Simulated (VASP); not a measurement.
# Cs (P6_3/mmc) in VASP: notebook

The runs below take Cs through relaxation of shape and atoms at fixed volume, with r2SCAN.

Program: VASP 6.6.1. These are calculated values, not measurements. Logs are shortened: lines on timing, memory, paths and dates and some standing lists are left out, and cuts for length are marked.

## Step 1: The cell of the first run

Symmetry: P6_3/mmc, No. 194, hexagonal system. The conventional cell has a = 5.510 Å, b = 5.510 Å, c = 18.334 Å, α = 90.00°, β = 90.00°, γ = 120.00°.

This isn't the form of Cs at room conditions, which is bcc.

## Step 2: Relaxation of shape and atoms at fixed volume, r2SCAN (120.50 Å³/atom)

Input file POSCAR:

```
Cs
1.0
    5.5096834266      0.0000000000      0.0000000000
   -2.7548417133      4.7715258142      0.0000000000
    0.0000000000      0.0000000000     18.3344757602
Cs
4
Direct
    0.0000000000      0.0000000000      0.0000000000
    0.3333333333      0.6666666667      0.2500000000
    0.0000000000      0.0000000000      0.5000000000
    0.6666666667      0.3333333333      0.7500000000
```

Input file INCAR.step1:

```
PREC = Accurate
ENCUT = 550
ISMEAR = 0
SIGMA = 0.1
LREAL = False
LASPH = True
NELM = 120
GGA = PE
ALGO = Normal
EDIFF = 1E-5
LWAVE = True
LCHARG = False
GGA_COMPAT = False
IBRION = 2
ISIF = 3
EDIFFG = -0.005
NELMIN = 4
NSW = 100
KPAR = 4
```

Input file INCAR.step2:

```
PREC = Accurate
ENCUT = 550
EDIFF = 1E-7
ISMEAR = 0
SIGMA = 0.1
LREAL = False
LASPH = True
NELM = 120
ALGO = Normal
ISIF = 4
LWAVE = False
LCHARG = False
METAGGA = R2SCAN
LMIXTAU = True
IBRION = 2
NSW = 50
EDIFFG = -0.01
ISTART = 1
GGA_COMPAT = False
NELMIN = 4
KPAR = 4
```

Input file KPOINTS:

```
regular mesh
0
Gamma
  9 9 4
```

Potentials or basis: VASP PAW PBE potentials, release 64 (Cs_sv).

Launch:

```bash
$ cat potpaw_PBE.64/Cs_sv/POTCAR > POTCAR
$ cp INCAR.step1 INCAR
$ mpirun -np 4 vasp_std > vasp.out
$ cp INCAR.step2 INCAR
$ mpirun -np 4 vasp_std > vasp.out
```

OUTCAR:

```text
PREC = Accurate
   ENCUT = 550
   EDIFF = 1E-7
   ISMEAR = 0
   LREAL = False
   LASPH = True
   NELM = 120
   ISIF = 4
   METAGGA = R2SCAN
   IBRION = 2
   NSW = 50
   EDIFFG = -0.01
   ISTART = 1
   NELMIN = 4

 ion  position               nearest neighbor table
   1  0.000  0.000  0.000-
   2  0.333  0.667  0.250-
   3  0.000  0.000  0.500-
   4  0.667  0.333  0.750-

  LATTYP: Found a hexagonal cell.
 ALAT       =     5.5096834266
 C/A-ratio  =     3.3276822533

  Lattice vectors:

 A1 = (   5.5096834266,   0.0000000000,   0.0000000000)
 A2 = (  -2.7548417133,   4.7715258142,   0.0000000000)
 A3 = (   0.0000000000,   0.0000000000,  18.3344757602)

Analysis of symmetry for initial positions (statically):
=====================================================================
 Subroutine PRICEL returns:
 Original cell was already a primitive cell.

 Routine SETGRP: Setting up the symmetry group for a
 hexagonal supercell.

 Subroutine GETGRP returns: Found 24 space group operations
 (whereof 12 operations were pure point group operations)
 out of a pool of 24 trial point group operations.

The static configuration has the point symmetry D_3d.
 The point group associated with its full space group is D_6h.

Analysis of symmetry for dynamics (positions and initial velocities):
=====================================================================
 Subroutine PRICEL returns:
 Original cell was already a primitive cell.

 Routine SETGRP: Setting up the symmetry group for a
 hexagonal supercell.

 Subroutine GETGRP returns: Found 24 space group operations
 (whereof 12 operations were pure point group operations)
 out of a pool of 24 trial point group operations.

The dynamic configuration has the point symmetry D_3d.
 The point group associated with its full space group is D_6h.

 Subroutine INISYM returns: Found 24 space group operations
 (whereof 12 operations are pure point group operations),
 and found     1 'primitive' translations

----------------------------------------------------------------------------------------

                                     Primitive cell

  volume of cell :     482.0060

  direct lattice vectors                    reciprocal lattice vectors
     5.509683427  0.000000000  0.000000000     0.181498631  0.104788284  0.000000000
    -2.754841713  4.771525814  0.000000000     0.000000000  0.209576567  0.000000000
     0.000000000  0.000000000 18.334475760     0.000000000  0.000000000  0.054542056

  length of vectors
     5.509683427  5.509683427 18.334475760     0.209576567  0.209576567  0.054542056

  position of ions in fractional coordinates (direct lattice)
     0.000000000  0.000000000  0.000000000
     0.333333333  0.666666667  0.250000000
     0.000000000  0.000000000  0.500000000
     0.666666667  0.333333333  0.750000000

  ion indices of the primitive-cell ions
   primitive index   ion index
                 1           1
                 2           2
                 3           3
                 4           4

----------------------------------------------------------------------------------------

 KPOINTS: regular mesh

Automatic generation of k-mesh.
 Grid dimensions read from file:
 generate k-points for:    9    9    4

 Generating k-lattice:

  Cartesian coordinates                     Fractional coordinates (reciprocal lattice)
     0.020166515  0.011643143  0.000000000     0.111111111  0.000000000  0.000000000
     0.000000000  0.023286285  0.000000000     0.000000000  0.111111111  0.000000000
     0.000000000  0.000000000  0.013635514     0.000000000  0.000000000  0.250000000

  Length of vectors
     0.023286285  0.023286285  0.013635514

  Shift w.r.t. Gamma in fractional coordinates (k-lattice)
     0.000000000  0.000000000  0.000000000

 Subroutine IBZKPT returns following result:
 ===========================================

 Found     36 irreducible k-points:

 Following reciprocal coordinates:
            Coordinates               Weight
  0.000000  0.000000  0.000000      1.000000
  0.111111  0.000000  0.000000      6.000000
  0.222222  0.000000  0.000000      6.000000
  0.333333  0.000000  0.000000      6.000000
  0.444444  0.000000  0.000000      6.000000
  0.111111  0.111111  0.000000      6.000000
[... 16 lines left out ...]
  0.333333  0.222222  0.250000     24.000000
  0.333333  0.333333  0.250000      4.000000
 [... further k-points ...]
   k-points           NKPTS =     36   k-points in BZ     NKDIM =     36   number of bands    NBANDS=     22
   number of dos      NEDOS =    301   number of ions     NIONS =      4
   total plane-waves  NPLWV = 246960
   dimension x,y,z NGX =    42 NGY =   42 NGZ =  140
   dimension x,y,z NGXF=    84 NGYF=   84 NGZF=  280
   ions per type =               4
   NGX,Y,Z   is equivalent  to a cutoff of  12.67, 12.67, 12.69 a.u.
   NGXF,Y,Z  is equivalent  to a cutoff of  25.35, 25.35, 25.39 a.u.
 SYSTEM =  unknown system
[... 82 lines left out ...]
      3     -24.3856      2.00000
      4     -24.3835      2.00000
      5     -10.8718      2.00000
      6     -10.8220      2.00000
[... 14 lines left out ...]
     21       1.0138      0.00000
     22       2.1199      0.00000

 k-point     3 :       0.2222    0.0000    0.0000
  band No.  band energies     occupation
      1     -24.3867      2.00000
      2     -24.3850      2.00000
      3     -24.3844      2.00000
      4     -24.3827      2.00000
      5     -10.8592      2.00000
      6     -10.8326      2.00000
[... 14 lines left out ...]
     21       1.0454      0.00000
     22       2.0192      0.00000

 k-point     4 :       0.3333    0.0000    0.0000
  band No.  band energies     occupation
      1     -24.3848      2.00000
      2     -24.3837      2.00000
      3     -24.3831      2.00000
      4     -24.3819      2.00000
      5     -10.8590      2.00000
      6     -10.8584      2.00000
[... 14 lines left out ...]
     21       1.3200      0.00000
     22       1.5577      0.00000

 k-point     5 :       0.4444    0.0000    0.0000
  band No.  band energies     occupation
      1     -24.3835      2.00000
      2     -24.3828      2.00000
      3     -24.3822      2.00000
      4     -24.3816      2.00000
      5     -10.8789      2.00000
      6     -10.8758      2.00000
[... 14 lines left out ...]
     21       1.1570      0.00000
     22       1.3499      0.00000

 k-point     6 :       0.1111    0.1111    0.0000
  band No.  band energies     occupation
      1     -24.3872      2.00000
      2     -24.3853      2.00000
      3     -24.3848      2.00000
      4     -24.3829      2.00000
      5     -10.8631      2.00000
      6     -10.8274      2.00000
[... 14 lines left out ...]
     21       1.0345      0.00000
     22       2.0662      0.00000

 k-point     7 :       0.2222    0.1111    0.0000
  band No.  band energies     occupation
      1     -24.3855      2.00000
      2     -24.3841      2.00000
      3     -24.3835      2.00000
      4     -24.3822      2.00000
      5     -10.8499      2.00000
      6     -10.8460      2.00000
[... 324 lines left out ...]
      6     -10.8641      2.00000
[... 14 lines left out ...]
     21       1.3310      0.00000
     22       1.4477      0.00000

 k-point    21 :       0.4444    0.1111    0.2500
  band No.  band energies     occupation
      1     -24.3830      2.00000
      2     -24.3827      2.00000
      3     -24.3819      2.00000
      4     -24.3816      2.00000
      5     -10.8763      2.00000
      6     -10.8732      2.00000
[... 14 lines left out ...]
     21       1.1776      0.00000
     22       1.2718      0.00000

 k-point    22 :       0.2222    0.2222    0.2500
  band No.  band energies     occupation
      1     -24.3839      2.00000
      2     -24.3833      2.00000
      3     -24.3823      2.00000
      4     -24.3817      2.00000
      5     -10.8577      2.00000
      6     -10.8550      2.00000
[... 14 lines left out ...]
     21       1.5029      0.00000
     22       1.5508      0.00000

 k-point    23 :       0.3333    0.2222    0.2500
  band No.  band energies     occupation
      1     -24.3827      2.00000
      2     -24.3825      2.00000
      3     -24.3818      2.00000
      4     -24.3815      2.00000
      5     -10.8645      2.00000
      6     -10.8620      2.00000
[... 14 lines left out ...]
     21       1.2459      0.00000
     22       1.3782      0.00000

 k-point    24 :       0.3333    0.3333    0.2500
  band No.  band energies     occupation
      1     -24.3822      2.00000
      2     -24.3822      2.00000
      3     -24.3816      2.00000
      4     -24.3816      2.00000
      5     -10.8536      2.00000
      6     -10.8519      2.00000
[... 14 lines left out ...]
     21       1.1963      0.00000
     22       1.3139      0.00000

 [... further k-points ...]

------------------------ aborting loop because EDIFF is reached ----------------------------------------

  FORCE on cell =-STRESS in cart. coord.  units (eV):
  Direction    XX          YY          ZZ          XY          YZ          ZX
  --------------------------------------------------------------------------------------
  -------------------------------------------------------------------------------------
  Total        0.1704802      0.1704802      0.1157910     -0.0000000      0.0000000      0.0000000
  in kB        0.5666724      0.5666724      0.3848867     -0.0000000      0.0000000      0.0000000
  external PRESSURE =       0.5060772 kB  Pullay stress =       0.0000000 kB

 VOLUME and BASIS-vectors are now :
 -----------------------------------------------------------------------------
  energy-cutoff  :      550.00
  volume of cell :      482.01
      direct lattice vectors                 reciprocal lattice vectors
     5.509683427  0.000000000  0.000000000     0.181498631  0.104788284  0.000000000
    -2.754841713  4.771525814  0.000000000     0.000000000  0.209576567  0.000000000
     0.000000000  0.000000000 18.334475760     0.000000000  0.000000000  0.054542056

 POSITION                                       TOTAL-FORCE (eV/Angst)
 -----------------------------------------------------------------------------------
      0.00000      0.00000      0.00000         0.000000      0.000000      0.000000
     -0.00000      3.18102      4.58362         0.000000      0.000000     -0.000000
      0.00000      0.00000      9.16724         0.000000      0.000000      0.000000
      2.75484      1.59051     13.75086        -0.000000      0.000000     -0.000000
 -----------------------------------------------------------------------------------
    total drift:                                0.000000      0.000000      0.000000

  FREE ENERGIE OF THE ION-ELECTRON SYSTEM (eV)
  ---------------------------------------------------
  free  energy   TOTEN  =      -100.0795548279 eV

  energy  without entropy=     -100.0613023544  energy(sigma->0) =     -100.07042859

 reached required accuracy - stopping structural energy minimisation
```

Run time: 25 min. Hardware: 4 MPI ranks of Intel Xeon Platinum 8259CL at 2.50GHz (Skylake/Cascade Lake), shared host; peak memory 0.82 GiB.

What came out:

```yaml
Free_energy: -100.0796 eV
Pressure_after_relaxing: 0.1 GPa
Band_gap_on_the_k_mesh: zero (bands 18 and 19 overlap by 1.78 eV)
```

Final structure:
```
CELL_PARAMETERS angstrom
5.50968 0.00000 0.00000
-2.75484 4.77153 0.00000
0.00000 0.00000 18.33448
ATOMIC_POSITIONS crystal
Cs 0.00000 0.00000 0.00000
Cs 0.33333 0.66667 0.25000
Cs 0.00000 0.00000 0.50000
Cs 0.66667 0.33333 0.75000
```

Caveat: the relaxation stopped at its first step, so nothing moved; the PAW data sets were made with another functional, which shifts forces and pressure a little; spin-orbit coupling is left out, which moves the levels of the heavy elements.

## Step 3: Relaxation of shape and atoms at fixed volume, r2SCAN (116.77 Å³/atom)

This run uses another cell than the first one, of 116.77 Å³/atom.

Input file POSCAR:

```
Cs
1.0
    5.4522867169      0.0000000000      0.0000000000
   -2.7261433584      4.7218188056      0.0000000000
    0.0000000000      0.0000000000     18.1434777480
Cs
4
Direct
    0.0000000000      0.0000000000      0.0000000000
    0.3333333333      0.6666666667      0.2500000000
    0.0000000000      0.0000000000      0.5000000000
    0.6666666667      0.3333333333      0.7500000000
```

Input file INCAR.step1:

```
PREC = Accurate
ENCUT = 550
ISMEAR = 0
SIGMA = 0.1
LREAL = F
LASPH = T
NELM = 120
GGA = PE
ALGO = Normal
EDIFF = 1E-5
LWAVE = T
LCHARG = F
GGA_COMPAT = F
IBRION = 2
ISIF = 3
EDIFFG = -0.005
NELMIN = 4
NSW = 100
KPAR = 4
```

Input file INCAR.step2:

```
PREC = Accurate
ENCUT = 550
EDIFF = 1E-7
ISMEAR = 0
SIGMA = 0.1
LREAL = F
LASPH = T
NELM = 120
ALGO = Normal
ISIF = 4
LWAVE = F
LCHARG = F
METAGGA = R2SCAN
LMIXTAU = T
IBRION = 2
NSW = 50
EDIFFG = -0.01
ISTART = 1
GGA_COMPAT = F
NELMIN = 4
KPAR = 4
```

Input file KPOINTS:

```
Automatic mesh
0
Gamma
  9 9 4
```

Potentials or basis: VASP PAW PBE potentials, release 64 (Cs_sv).

Launch:

```bash
$ cat potpaw_PBE.64/Cs_sv/POTCAR > POTCAR
$ cp INCAR.step1 INCAR
$ mpirun -np 4 vasp_std > vasp.out
$ cp INCAR.step2 INCAR
$ mpirun -np 4 vasp_std > vasp.out
```

Wall time 11 min (4 MPI ranks of Intel Xeon 6975P-C (Granite Rapids), shared host); peak memory 0.79 GiB.

Results (log left out):

| Property | Result |
| --- | --- |
| Free energy | -100.0713 eV |
| Pressure after relaxing | 0.1 GPa |
| Band gap on the k mesh | zero (bands 18 and 19 overlap by 1.80 eV) |

Final structure:
```yaml
crystal:
  lattice:
    - [5.45229, 0.00000, 0.00000]
    - [-2.72614, 4.72182, 0.00000]
    - [0.00000, 0.00000, 18.14348]
  atoms:
    - { symbol: Cs, position: [0.00000, 0.00000, 0.00000] }
    - { symbol: Cs, position: [0.33333, 0.66667, 0.25000] }
    - { symbol: Cs, position: [0.00000, 0.00000, 0.50000] }
    - { symbol: Cs, position: [0.66667, 0.33333, 0.75000] }
```

Levels at points of the mesh, in eV from the Fermi level:
```
           k point  band 16  band 17  band 18  band 19  band 20  band 21
(0.00, 0.00, 0.00)   -11.20    -1.79    -1.17    -1.17     0.01     0.58
(0.00, 0.00, 0.50)   -11.20    -1.63    -1.63    -0.51    -0.51     1.05
```

Caveat: the relaxation stopped at its first step, so nothing moved; the PAW data sets were made with another functional, which shifts forces and pressure a little; spin-orbit coupling is left out, which moves the levels of the heavy elements.

## Step 4: Relaxation of shape and atoms at fixed volume, r2SCAN (127.96 Å³/atom)

This run uses another cell than the first one, of 127.96 Å³/atom.

Input file POSCAR:

```
Cs
1.0
    5.6210201591      0.0000000000      0.0000000000
   -2.8105100796      4.8679462530      0.0000000000
    0.0000000000      0.0000000000     18.7049690294
Cs
4
Direct
    0.0000000000      0.0000000000      0.0000000000
    0.3333333333      0.6666666667      0.2500000000
    0.0000000000      0.0000000000      0.5000000000
    0.6666666667      0.3333333333      0.7500000000
```

Input file INCAR.step1:

```
SYSTEM = Cs
  ALGO = Normal
  EDIFF = 1E-5
  EDIFFG = -0.005
  ENCUT = 550
  GGA = PE
  GGA_COMPAT = .FALSE.
  IBRION = 2
  ISIF = 3
  ISMEAR = 0
  KPAR = 4
  LASPH = .TRUE.
  LCHARG = .FALSE.
  LREAL = .FALSE.
  LWAVE = .TRUE.
  NELM = 120
  NELMIN = 4
  NSW = 100
  PREC = Accurate
  SIGMA = 0.1
```

Input file INCAR.step2:

```
SYSTEM = Cs
  ALGO = Normal
  EDIFF = 1E-7
  EDIFFG = -0.01
  ENCUT = 550
  GGA_COMPAT = .FALSE.
  IBRION = 2
  ISIF = 4
  ISMEAR = 0
  ISTART = 1
  KPAR = 4
  LASPH = .TRUE.
  LCHARG = .FALSE.
  LMIXTAU = .TRUE.
  LREAL = .FALSE.
  LWAVE = .FALSE.
  METAGGA = R2SCAN
  NELM = 120
  NELMIN = 4
  NSW = 50
  PREC = Accurate
  SIGMA = 0.1
```

Input file KPOINTS:

```
k-points
0
G
  9 9 4
  0 0 0
```

Launch:

```bash
$ cat potpaw_PBE.64/Cs_sv/POTCAR > POTCAR
$ cp INCAR.step1 INCAR
$ mpirun -np 4 vasp_std > vasp.out
$ cp INCAR.step2 INCAR
$ mpirun -np 4 vasp_std > vasp.out
```

Wall time 48 min (4 MPI ranks of Intel Xeon Platinum 8259CL at 2.50GHz (Skylake/Cascade Lake), shared host); peak memory 1 GiB.

It converged, with:

```yaml
Free_energy: -100.0796 eV
Pressure_after_relaxing: -0.1 GPa
Band_gap_on_the_k_mesh: zero (bands 18 and 19 overlap by 1.75 eV)
```

Final structure:
```cif
data_structure
_symmetry_space_group_name_H-M 'P 1'
_symmetry_Int_Tables_number 1
_cell_length_a 5.6210
_cell_length_b 5.6210
_cell_length_c 18.7050
_cell_angle_alpha 90.000
_cell_angle_beta 90.000
_cell_angle_gamma 120.000
_cell_volume 511.82
loop_
_atom_site_label
_atom_site_type_symbol
_atom_site_fract_x
_atom_site_fract_y
_atom_site_fract_z
_atom_site_occupancy
Cs1 Cs 0.00000 0.00000 0.00000 1
Cs2 Cs 0.33333 0.66667 0.25000 1
Cs3 Cs 0.00000 0.00000 0.50000 1
Cs4 Cs 0.66667 0.33333 0.75000 1
```

Levels at points of the mesh, in eV from the Fermi level:
| k point | band 14 | band 15 | band 16 | band 17 | band 18 | band 19 | band 20 | band 21 | band 22 |
| --- | --- | --- | --- | --- | --- | --- | --- | --- | --- |
| (0.00, 0.00, 0.00) | -11.25 | -11.25 | -11.25 | -1.70 | -1.12 | -1.12 | 0.03 | 0.51 | 1.67 |
| (0.00, 0.00, 0.50) | -11.26 | -11.26 | -11.26 | -1.55 | -1.55 | -0.50 | -0.50 | 1.03 | 1.03 |

Caveat: the relaxation stopped at its first step, so nothing moved; the PAW data sets were made with another functional, which shifts forces and pressure a little; spin-orbit coupling is left out, which moves the levels of the heavy elements.

## Step 5: Overview

| cell | gap on the mesh (eV) | pressure (GPa) |
| --- | --- | --- |
| relaxed from a = 5.510, b = 5.510, c = 18.334 Å, angles 90.0, 90.0, 120.0°, 4 atoms | none | 0.1 |
| relaxed from a = 5.452, b = 5.452, c = 18.143 Å, angles 90.0, 90.0, 120.0°, 4 atoms | none | 0.1 |
| relaxed from a = 5.621, b = 5.621, c = 18.705 Å, angles 90.0, 90.0, 120.0°, 4 atoms | none | -0.1 |

Alike in all rows: task relaxation of shape and atoms at fixed volume; level r2SCAN; potentials or basis VASP PAW PBE potentials, release 64 (Cs_sv); no spin polarisation; k mesh 9 × 9 × 4; cutoff (eV) 550; smearing gaussian 0.1 eV.

Caveats: the relaxation stopped at its first step, so nothing moved; the PAW data sets were made with another functional, which shifts forces and pressure a little; spin-orbit coupling is left out, which moves the levels of the heavy elements.

Absolute energies hang on the potentials; compare differences alone.
